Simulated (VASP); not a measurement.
# BaZrO3 (Pm-3m) in VASP: further runs

The runs below take BaZrO3 through single point, relaxation of cell and atoms, relaxation of the atoms, with r2SCAN, PBE, PBEsol.

Program: VASP 6.6.1. These are calculated values, not measurements. Logs are shortened: lines on timing, memory, paths and dates and some standing lists are left out, and cuts for length are marked.

**1. The cell of the first run**

It takes space group Pm-3m (No. 221, cubic). The conventional cell has a = 4.205 Å, b = 4.205 Å, c = 4.205 Å, α = 90.00°, β = 90.00°, γ = 90.00°. Ba (site symmetry m-3m) has 12 O at 2.97 Å and 8 Zr at 3.64 Å within 3.9 Å. Within 2.8 Å of Zr (site symmetry m-3m) lie 6 O at 2.10 Å. Within 2.8 Å of O (site symmetry 4/mmm) lie 2 Zr at 2.10 Å.

**2. Single point, r2SCAN**

Input file POSCAR:

```
BaZrO3
1.0
    4.2049109300      0.0000000000      0.0000000000
    0.0000000000      4.2049109300      0.0000000000
    0.0000000000      0.0000000000      4.2049109300
Ba Zr O
1 1 3
Direct
    0.0000000000      0.0000000000      0.0000000000
    0.5000000000      0.5000000000      0.5000000000
    0.0000000000      0.5000000000      0.5000000000
    0.5000000000      0.0000000000      0.5000000000
    0.5000000000      0.5000000000      0.0000000000
```

Input file INCAR.step1:

```
  PREC = Accurate
  ENCUT = 520
  ISMEAR = -1
  SIGMA = 0.02
  LREAL = False
  LASPH = True
  NELM = 100
  NBANDS = 28
  GGA = PE
  ALGO = Normal
  EDIFF = 1E-4
  LWAVE = True
  LCHARG = False
```

Input file INCAR.step2:

```
  PREC = Accurate
  ENCUT = 520
  EDIFF = 1E-6
  ISMEAR = -1
  SIGMA = 0.02
  LREAL = False
  LASPH = True
  NELM = 100
  ALGO = Normal
  ISIF = 2
  LWAVE = False
  LCHARG = True
  METAGGA = R2SCAN
  LMIXTAU = True
  LELF = True
  LVHAR = True
  NBANDS = 28
  ISTART = 1
```

Input file KPOINTS:

```
Automatic mesh
0
Gamma
  8 8 8
```

Potentials or basis: VASP PAW PBE potentials, release 64 (Ba_sv, Zr_sv, O).

Launch:

```console
> cat potpaw_PBE.64/Ba_sv/POTCAR potpaw_PBE.64/Zr_sv/POTCAR potpaw_PBE.64/O/POTCAR > POTCAR
> cp INCAR.step1 INCAR
> mpirun -np 1 vasp_std > vasp.out
> cp INCAR.step2 INCAR
> mpirun -np 1 vasp_std > vasp.out
```

OUTCAR:

```text
PREC = Accurate
   ENCUT = 520
   EDIFF = 1E-6
   ISMEAR = -1
   LREAL = False
   LASPH = True
   NELM = 100
   ISIF = 2
   METAGGA = R2SCAN
   ISTART = 1

 ion  position               nearest neighbor table
   1  0.000  0.000  0.000-   3 2.97   4 2.97   5 2.97   3 2.97   4 2.97   3 2.97   5 2.97   3 2.97
                             4 2.97   5 2.97   4 2.97   5 2.97   2 3.64   2 3.64   2 3.64   2 3.64
   2  0.500  0.500  0.500-   3 2.10   4 2.10   5 2.10   5 2.10   4 2.10   3 2.10   1 3.64   1 3.64
                             1 3.64   1 3.64   1 3.64   1 3.64   1 3.64   1 3.64
   3  0.000  0.500  0.500-   2 2.10   2 2.10   1 2.97   1 2.97   1 2.97   1 2.97
   4  0.500  0.000  0.500-   2 2.10   2 2.10   1 2.97   1 2.97   1 2.97   1 2.97
   5  0.500  0.500  0.000-   2 2.10   2 2.10   1 2.97   1 2.97   1 2.97   1 2.97

  LATTYP: Found a simple cubic cell.
 ALAT       =     4.2049109300

  Lattice vectors:

 A1 = (   4.2049109300,   0.0000000000,   0.0000000000)
 A2 = (   0.0000000000,   4.2049109300,   0.0000000000)
 A3 = (   0.0000000000,   0.0000000000,   4.2049109300)

Analysis of symmetry for initial positions (statically):
=====================================================================
 Subroutine PRICEL returns:
 Original cell was already a primitive cell.

 Routine SETGRP: Setting up the symmetry group for a
 simple cubic supercell.

 Subroutine GETGRP returns: Found 48 space group operations
 (whereof 48 operations were pure point group operations)
 out of a pool of 48 trial point group operations.

The static configuration has the point symmetry O_h .

Analysis of symmetry for dynamics (positions and initial velocities):
=====================================================================
 Subroutine PRICEL returns:
 Original cell was already a primitive cell.

 Routine SETGRP: Setting up the symmetry group for a
 simple cubic supercell.

 Subroutine GETGRP returns: Found 48 space group operations
 (whereof 48 operations were pure point group operations)
 out of a pool of 48 trial point group operations.

The dynamic configuration has the point symmetry O_h .

 Subroutine INISYM returns: Found 48 space group operations
 (whereof 48 operations are pure point group operations),
 and found     1 'primitive' translations

----------------------------------------------------------------------------------------

                                     Primitive cell

  volume of cell :      74.3482

  direct lattice vectors                    reciprocal lattice vectors
[... 97 lines left out ...]
   IBRION =     -1    ionic relax: 0-MD 1-quasi-New 2-CG
   NFREE  =      0    steps in history (QN), initial steepest desc. (CG)
   ISIF   =      2    stress and relaxation
   ISYM   =      2    0-nonsym 1-usesym 2-fastsym
   POTIM  = 0.5000    time-step for ionic-motion
   TEBEG  =    0.0;   TEEND  =   0.0 temperature during run
   PSTRESS=    0.0 pullay stress
   NELECT =      40.0000    total number of electrons
   NUPDOWN=      -1.0000    fix difference up-down
   EMIN   =  10.00;   EMAX   =-10.00  energy-range for DOS
   EFERMI =   0.00;   METHOD = LEGACY
   ISMEAR =    -1;   SIGMA  =   0.02  broadening in eV -4-tet -1-fermi 0-gaus
   EFERMI_NEDOS =   21; number of points for ismear=-14 and -15
   IALGO  =     38    algorithm
   IMIX   =      4    mixing-type and parameters
     AMIX     =   0.40;   BMIX     =  1.00
     AMIX_MAG =   1.60;   BMIX_MAG =  1.00
  volume/ion in A,a.u.               =      14.87       100.35
  Fermi-wavevector in a.u.,A,eV,Ry     =   1.331490  2.516152 24.121314  1.772867
  Thomas-Fermi vector in A             =   2.460497
   LORBIT       =      0    0 simple, 1 ext, 2 COOP (PROOUT), +10 PAW based schemes
   METAGGA = R2SCAN    functional components
   LHFCALC =     F    Hartree Fock is set to
   AEXX    =    0.0000 exact exchange contribution
   IVDW    =     0    specifies the selected vdW correction
   LEPSILON=     F    determine dielectric tensor
   LRPA    =     F    only Hartree local field effects (RPA)
 non-spin polarized calculation
  energy-cutoff  :      520.00
  volume of cell :       74.35
 maximum number of plane-waves:      2021
 NGX is ok and might be reduce to    32
   NGX = 15   NGY = 15   NGZ = 15

 number of electron      39.9999994 magnetization

 Free energy of the ion-electron system (eV)
  ---------------------------------------------------
  ext. energy  EPLUGINS =         0.00000000
  ---------------------------------------------------
  free energy    TOTEN  =       -85.10574632 eV

  energy without entropy =      -85.10574632  energy(sigma->0) =      -85.10574632

 E-fermi :   3.8546     XC(G=0): -11.3380

 val. band max:        3.4160839656   @ k =   0.5000   0.5000   0.5000
 cond. band min:       7.0953247888   @ k =   0.0000   0.0000   0.0000
 fundamental gap:      3.6792408233
 Fermi energy:         3.8545737513

 k-point     1 :       0.0000    0.0000    0.0000
  band No.  band energies     occupation
      1     -45.1570      2.00000
      2     -22.6117      2.00000
      3     -22.5870      2.00000
      4     -22.5870      2.00000
      5     -22.5870      2.00000
      6     -13.9101      2.00000
[... 733 lines left out ...]
     27      12.4529      0.00000
     28      13.0744      0.00000

 [... further k-points ...]

------------------------ aborting loop because EDIFF is reached ----------------------------------------

  FORCE on cell =-STRESS in cart. coord.  units (eV):
  Direction    XX          YY          ZZ          XY          YZ          ZX
  --------------------------------------------------------------------------------------
  -------------------------------------------------------------------------------------
  Total        0.4834192      0.4834192      0.4834192      0.0000000     -0.0000000      0.0000000
  in kB       10.4175132     10.4175132     10.4175132      0.0000000     -0.0000000      0.0000000
  external PRESSURE =      10.4175132 kB  Pullay stress =       0.0000000 kB

 VOLUME and BASIS-vectors are now :
 -----------------------------------------------------------------------------
  energy-cutoff  :      520.00
  volume of cell :       74.35
      direct lattice vectors                 reciprocal lattice vectors
     4.204910930  0.000000000  0.000000000     0.237817166  0.000000000  0.000000000
     0.000000000  4.204910930  0.000000000     0.000000000  0.237817166  0.000000000
     0.000000000  0.000000000  4.204910930     0.000000000  0.000000000  0.237817166

 POSITION                                       TOTAL-FORCE (eV/Angst)
 -----------------------------------------------------------------------------------
      0.00000      0.00000      0.00000         0.000000      0.000000      0.000000
      2.10246      2.10246      2.10246         0.000000      0.000000      0.000000
      0.00000      2.10246      2.10246         0.000000      0.000000      0.000000
      2.10246      0.00000      2.10246         0.000000      0.000000      0.000000
      2.10246      2.10246      0.00000         0.000000      0.000000      0.000000
 -----------------------------------------------------------------------------------
    total drift:                                0.000000     -0.000000     -0.000000

  FREE ENERGIE OF THE ION-ELECTRON SYSTEM (eV)
  ---------------------------------------------------
  free  energy   TOTEN  =       -85.1057463183 eV

  energy  without entropy=      -85.1057463183  energy(sigma->0) =      -85.10574632
```

Wall time 2.3 min (1 thread of Intel Xeon Platinum 8259CL at 2.50GHz (Skylake/Cascade Lake), shared host); peak memory 0.23 GiB.

What came out:

| Item | Value |
| --- | --- |
| Free energy | -85.1057 eV |
| Pressure | 1.0 GPa |
| Band gap on the k mesh | 3.68 eV (least direct gap 3.93 eV) |

Levels at points of the mesh, in eV from the valence-band top:
```tsv
k point	band 16	band 17	band 18	band 19	band 20	band 21	band 22	band 23	band 24	band 25
(0.00, 0.00, 0.00)	-1.00	-1.00	-0.25	-0.25	-0.25	3.68	3.68	3.68	5.15	5.15
(0.50, 0.00, 0.00)	-1.71	-1.71	-1.66	-0.50	-0.50	4.11	6.16	6.16	6.93	7.25
(0.50, 0.50, 0.00)	-2.36	-0.94	-0.94	-0.85	-0.07	6.13	6.13	6.93	7.08	8.22
(0.50, 0.50, 0.50)	-2.55	-2.55	0.00	0.00	0.00	6.58	6.58	6.58	7.46	7.46
```

Caveat: the PAW data sets were made with another functional, which shifts forces and pressure a little; spin-orbit coupling is left out, which moves the levels of the heavy elements.

**3. Single point, r2SCAN**

This run uses another cell than the first one, of 15.17 Å³/atom.

Edit POSCAR of step 2 so:

```diff
@@ -2,5 +2,5 @@
 1.0
-    4.2049109300      0.0000000000      0.0000000000
-    0.0000000000      4.2049109300      0.0000000000
-    0.0000000000      0.0000000000      4.2049109300
+    4.2327588300      0.0000000000      0.0000000000
+    0.0000000000      4.2327588300      0.0000000000
+    0.0000000000      0.0000000000      4.2327588300
 Ba Zr O
```

Input file INCAR.step1:

```
SYSTEM = BaZrO3
PREC = Accurate
ENCUT = 520
ISMEAR = -1
SIGMA = 0.02
LREAL = .False.
LASPH = .True.
NELM = 80
NBANDS = 28
GGA = PE
ALGO = Normal
EDIFF = 1E-4
LWAVE = .True.
LCHARG = .False.
```

Input file INCAR.step2:

```
SYSTEM = BaZrO3
PREC = Accurate
ENCUT = 520
EDIFF = 1E-7
ISMEAR = -1
SIGMA = 0.02
LREAL = .False.
LASPH = .True.
NELM = 80
ALGO = Normal
ISIF = 2
LWAVE = .False.
LCHARG = .False.
METAGGA = R2SCAN
LMIXTAU = .True.
NBANDS = 28
ISTART = 1
```

Input file KPOINTS:

```
regular mesh
0
Gamma
  8 8 8
  0 0 0
```

Potentials or basis: VASP PAW PBE potentials, release 64 (Ba_sv, Zr_sv, O).

Launch:

```console
> cat potpaw_PBE.64/Ba_sv/POTCAR potpaw_PBE.64/Zr_sv/POTCAR potpaw_PBE.64/O/POTCAR > POTCAR
> cp INCAR.step1 INCAR
> mpirun -np 1 vasp_std > vasp.out
> cp INCAR.step2 INCAR
> mpirun -np 1 vasp_std > vasp.out
```

Wall time 2.7 min (1 thread of Intel Xeon Platinum 8259CL at 2.50GHz (Skylake/Cascade Lake), shared host); peak memory 0.23 GiB.

The run converged. Its results:

| Item | Value |
| --- | --- |
| Free energy | -85.1019 eV |
| Pressure | -2.1 GPa |
| Band gap on the k mesh | 3.63 eV (least direct gap 3.90 eV) |

Levels at points of the mesh, in eV from the valence-band top:
| k point | band 17 | band 18 | band 19 | band 20 | band 21 | band 22 | band 23 | band 24 |
| --- | --- | --- | --- | --- | --- | --- | --- | --- |
| (0.00, 0.00, 0.00) | -0.97 | -0.27 | -0.27 | -0.27 | 3.63 | 3.63 | 3.63 | 5.13 |
| (0.50, 0.00, 0.00) | -1.69 | -1.61 | -0.52 | -0.52 | 4.04 | 6.02 | 6.02 | 6.85 |
| (0.50, 0.50, 0.00) | -0.94 | -0.94 | -0.89 | -0.07 | 6.00 | 6.00 | 6.81 | 6.95 |
| (0.50, 0.50, 0.50) | -2.54 | 0.00 | 0.00 | 0.00 | 6.50 | 6.50 | 6.50 | 7.28 |

Caveat: the PAW data sets were made with another functional, which shifts forces and pressure a little; spin-orbit coupling is left out, which moves the levels of the heavy elements. A k mesh can miss the band edges.

**4. Relaxation of cell and atoms, PBE**

This run uses another cell than the first one, of 14.73 Å³/atom.

Input file INCAR:

```
ALGO     = Normal         # electronic algorithm
EDIFF    = 1E-7           # SCF threshold, eV
EDIFFG   = -0.01          # ionic threshold
ENCUT    = 600            # plane-wave cutoff, eV
GGA      = PE             # functional
IBRION   = 2              # ionic algorithm
ISIF     = 3              # what is computed and relaxed
ISMEAR   = -1             # smearing method
LASPH    = T              # aspherical terms in the spheres
LCHARG   = F              # write CHGCAR
LREAL    = F              # projectors in reciprocal space
LWAVE    = F              # write WAVECAR
NELM     = 80             # most SCF steps
NSW      = 80             # ionic steps
PREC     = Accurate       # precision mode
SIGMA    = 0.02           # smearing width, eV
```

Input file KPOINTS:

```
k-points
0
Gamma
  6 6 6
```

Edit POSCAR of step 3 so:

```diff
@@ -2,5 +2,5 @@
 1.0
-    4.2327588300      0.0000000000      0.0000000000
-    0.0000000000      4.2327588300      0.0000000000
-    0.0000000000      0.0000000000      4.2327588300
+    4.1913400000      0.0000000000      0.0000000000
+    0.0000000000      4.1913400000      0.0000000000
+    0.0000000000      0.0000000000      4.1913400000
 Ba Zr O
```

Launch:

```console
> cat potpaw_PBE.64/Ba_sv/POTCAR potpaw_PBE.64/Zr_sv/POTCAR potpaw_PBE.64/O/POTCAR > POTCAR
> mpirun -np 1 vasp_std > vasp.out
```

It took 96 s on 1 thread of Intel Xeon Platinum 8259CL at 2.50GHz (Skylake/Cascade Lake), shared host; peak memory 0.25 GiB.

Results (log left out):

```yaml
Free_energy: -41.7284 eV
Relaxed_volume: 15.19 Å³/atom
Relaxed_cell: a = 4.235 Å, b = 4.235 Å, c = 4.235 Å, α = 90.00°, β = 90.00°, γ = 90.00°
Space_group_after_relaxing_to_0.1_Å: Pm-3m (No. 221)
Energy_gained_by_relaxing: 6.9 meV/atom
Ionic_steps: 3
Pressure_after_relaxing: 0.0 GPa
Band_gap_on_the_k_mesh: 3.12 eV (least direct gap 3.38 eV)
```

The path:
| step | energy change (eV) | largest force (eV/Å) | pressure (GPa) | volume (Å³) |
| --- | --- | --- | --- | --- |
| 1 | 0.0000 | 0.0000 | 4.94 | 73.63 |
| 2 | 0.0053 | 0.0000 | -4.71 | 78.58 |
| 3 | -0.0347 | 0.0000 | -0.03 | 75.96 |

Final structure:
```xyz
5
Lattice="4.2351 0.0000 0.0000 0.0000 4.2351 0.0000 0.0000 0.0000 4.2351" Properties=species:S:1:pos:R:3 pbc="T T T"
Ba    0.0000    0.0000    0.0000
Zr    2.1175    2.1175    2.1175
O     0.0000    2.1175    2.1175
O     2.1175    0.0000    2.1175
O     2.1175    2.1175    0.0000
```

Levels at points of the mesh, in eV from the valence-band top:
```csv
k point,band 18,band 19,band 20,band 21,band 22,band 23
"(0.00, 0.00, 0.00)",-0.26,-0.26,-0.26,3.12,3.12,3.12
"(0.50, 0.00, 0.00)",-1.60,-0.49,-0.49,3.54,5.51,5.51
"(0.50, 0.50, 0.00)",-0.93,-0.86,-0.07,5.48,5.48,6.27
"(0.50, 0.50, 0.50)",0.00,0.00,0.00,5.86,5.86,5.86
```

Caveat: spin-orbit coupling is left out, which moves the levels of the heavy elements.

**5. Relaxation of cell and atoms, PBEsol**

This run uses another cell than the first one, of 14.73 Å³/atom.

Input file INCAR:

```
  PREC = Accurate
  ENCUT = 600
  EDIFF = 1E-6
  ISMEAR = -1
  SIGMA = 0.02
  LREAL = F
  LASPH = T
  NELM = 80
  ALGO = Normal
  ISIF = 3
  LWAVE = F
  LCHARG = F
  GGA = PS
  IBRION = 2
  NSW = 80
  EDIFFG = -0.01
```

Input file KPOINTS:

```
Automatic mesh
0
Gamma
  6 6 6
```

POSCAR is that of step 4.

Launch:

```console
> cat potpaw_PBE.64/Ba_sv/POTCAR potpaw_PBE.64/Zr_sv/POTCAR potpaw_PBE.64/O/POTCAR > POTCAR
> mpirun -np 1 vasp_std > vasp.out
```

Run time: 74 s. Hardware: 1 thread of Intel Xeon Platinum 8259CL at 2.50GHz (Skylake/Cascade Lake), shared host; peak memory 0.24 GiB.

The run converged. Its results:

```
Free energy                           : -43.6296 eV
Relaxed volume                        : 14.71 Å³/atom
Relaxed cell                          : a = 4.189 Å, b = 4.189 Å, c = 4.189 Å, α = 90.00°, β = 90.00°, γ = 90.00°
Space group after relaxing (to 0.1 Å) : Pm-3m (No. 221)
Energy gained by relaxing             : 0.0 meV/atom
Ionic steps                           : 3
Pressure after relaxing               : 0.0 GPa
Band gap on the k mesh                : 3.11 eV (least direct gap 3.33 eV)
```

Final structure:
```
CELL_PARAMETERS angstrom
4.18937 0.00000 0.00000
0.00000 4.18937 0.00000
0.00000 0.00000 4.18937
ATOMIC_POSITIONS crystal
Ba 0.00000 0.00000 0.00000
Zr 0.50000 0.50000 0.50000
O 0.00000 0.50000 0.50000
O 0.50000 0.00000 0.50000
O 0.50000 0.50000 0.00000
```

Levels at points of the mesh, in eV from the valence-band top:
```
           k point  band 18  band 19  band 20  band 21  band 22  band 23
(0.00, 0.00, 0.00)    -0.22    -0.22    -0.22     3.11     3.11     3.11
(0.50, 0.00, 0.00)    -1.72    -0.45    -0.45     3.57     5.70     5.70
(0.50, 0.50, 0.00)    -0.94    -0.79    -0.08     5.66     5.66     6.43
(0.50, 0.50, 0.50)     0.00     0.00     0.00     5.91     5.91     5.91
```

Caveat: the PAW data sets were made with another functional, which shifts forces and pressure a little; spin-orbit coupling is left out, which moves the levels of the heavy elements. A k mesh can miss the band edges.

**6. Relaxation of the atoms, r2SCAN**

This run uses another cell than the first one, of 14.27 Å³/atom.

Edit POSCAR of step 5 so:

```diff
@@ -2,5 +2,5 @@
 1.0
-    4.1913400000      0.0000000000      0.0000000000
-    0.0000000000      4.1913400000      0.0000000000
-    0.0000000000      0.0000000000      4.1913400000
+    4.1480808400      0.0000000000      0.0000000000
+    0.0000000000      4.1480808400      0.0000000000
+    0.0000000000      0.0000000000      4.1480808400
 Ba Zr O
```

Input file INCAR.step1:

```
  PREC = Accurate
  ENCUT = 520
  ISMEAR = -1
  SIGMA = 0.02
  LREAL = F
  LASPH = T
  NELM = 60
  GGA = PE
  ALGO = Normal
  EDIFF = 1E-4
  LWAVE = T
  LCHARG = F
```

Input file INCAR.step2:

```
  PREC = Accurate
  ENCUT = 520
  EDIFF = 1E-7
  ISMEAR = -1
  SIGMA = 0.02
  LREAL = F
  LASPH = T
  NELM = 60
  ALGO = Normal
  ISIF = 2
  LWAVE = F
  LCHARG = F
  METAGGA = R2SCAN
  LMIXTAU = T
  IBRION = 2
  NSW = 50
  EDIFFG = -0.01
  ISTART = 1
```

Input file KPOINTS:

```
regular mesh
0
Gamma
  8 8 8
```

Potentials or basis: VASP PAW PBE potentials, release 64 (Ba_sv, Zr_sv, O).

Launch:

```console
> cat potpaw_PBE.64/Ba_sv/POTCAR potpaw_PBE.64/Zr_sv/POTCAR potpaw_PBE.64/O/POTCAR > POTCAR
> cp INCAR.step1 INCAR
> mpirun -np 1 vasp_std > vasp.out
> cp INCAR.step2 INCAR
> mpirun -np 1 vasp_std > vasp.out
```

Wall time 5.8 min (1 thread of Oxide Virtual Turin-like, shared host); peak memory 0.2 GiB.

Results (log left out):

```yaml
Free_energy: -85.0162 eV
Pressure_after_relaxing: 8.5 GPa
Band_gap_on_the_k_mesh: 3.78 eV (least direct gap 3.98 eV)
```

Final structure:
```cif
data_structure
_symmetry_space_group_name_H-M 'P 1'
_symmetry_Int_Tables_number 1
_cell_length_a 4.1481
_cell_length_b 4.1481
_cell_length_c 4.1481
_cell_angle_alpha 90.000
_cell_angle_beta 90.000
_cell_angle_gamma 90.000
_cell_volume 71.37
loop_
_atom_site_label
_atom_site_type_symbol
_atom_site_fract_x
_atom_site_fract_y
_atom_site_fract_z
_atom_site_occupancy
Ba1 Ba 0.00000 0.00000 0.00000 1
Zr1 Zr 0.50000 0.50000 0.50000 1
O1 O 0.00000 0.50000 0.50000 1
O2 O 0.50000 0.00000 0.50000 1
O3 O 0.50000 0.50000 0.00000 1
```

Levels at points of the mesh, in eV from the valence-band top:
| k point | band 16 | band 17 | band 18 | band 19 | band 20 | band 21 | band 22 | band 23 | band 24 |
| --- | --- | --- | --- | --- | --- | --- | --- | --- | --- |
| (0.00, 0.00, 0.00) | -1.06 | -1.06 | -0.21 | -0.21 | -0.21 | 3.78 | 3.78 | 3.78 | 5.21 |
| (0.50, 0.00, 0.00) | -1.77 | -1.77 | -1.77 | -0.43 | -0.43 | 4.25 | 6.45 | 6.45 | 7.09 |
| (0.50, 0.50, 0.00) | -2.49 | -0.94 | -0.94 | -0.74 | -0.08 | 6.41 | 6.41 | 7.18 | 7.34 |
| (0.50, 0.50, 0.50) | -2.57 | -2.57 | 0.00 | 0.00 | 0.00 | 6.75 | 6.75 | 6.75 | 7.84 |

Caveat: the relaxation stopped at its first step, so nothing moved; the PAW data sets were made with another functional, which shifts forces and pressure a little; spin-orbit coupling is left out, which moves the levels of the heavy elements.

[end of part 1 of 2]
